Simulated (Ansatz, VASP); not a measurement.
# KCl in VASP and in Ansatz

Contents of INCAR:

```
ALGO = Normal
EDIFF = 1E-7
ENCUT = 520
GGA = PE
ISIF = 2
ISMEAR = 0
LASPH = True
LCHARG = False
LREAL = False
LWAVE = False
NBANDS = 15
NELM = 80
PREC = Accurate
SIGMA = 0.05
```

Contents of KPOINTS:

```
k-points
0
Gamma
  10 10 10
```

File POSCAR:

```
KCl
1.0
    3.8354233900      0.0000000000      0.0000000000
    0.0000000000      3.8354233900      0.0000000000
    0.0000000000      0.0000000000      3.8354233900
K Cl
1 1
Direct
    0.0000000000      0.0000000000      0.0000000000
    0.5000000000      0.5000000000      0.5000000000
```

Input for Ansatz:

```yaml
crystal:
  lattice:
    - [3.83542339, 0.0, 0.0]
    - [0.0, 3.83542339, 0.0]
    - [0.0, 0.0, 3.83542339]
  atoms:
    - { symbol: K, position: [0.0, 0.0, 0.0] }
    - { symbol: Cl, position: [0.5, 0.5, 0.5] }
basis:
  ecutwfc: 420
  ecutrho_ratio: 4
kpoints:
  mp_grid: { grid: [10, 10, 10] }
hamiltonian:
  xc: pbe
scf:
  occupations: { method: gaussian, width: 0.05 }
output:
  forces: true
  stress: true
  eigenvalues: true
```

Alike in both runs: task single point; functional PBE; k mesh 10 × 10 × 10; occupations gaussian, width 0.05 eV; no spin polarisation.

|  | VASP | Ansatz |
| --- | --- | --- |
| version | VASP 6.6.1 | Ansatz 0.2.0 |
| potentials or method | VASP PAW PBE potentials, release 64 (K_sv, Cl), cutoff 520 eV | scalar-relativistic, plane waves, PAW |
| valence electrons in the cell | 16 | 16 |

```tsv
	VASP	Ansatz	Ansatz less VASP
gap on the k mesh at the Fermi level (eV)	4.81	4.81	+0.001
least direct gap on the mesh (eV)	5.01	5.01	+0.001
pressure (GPa)	0.0	0.0	-0.01
```
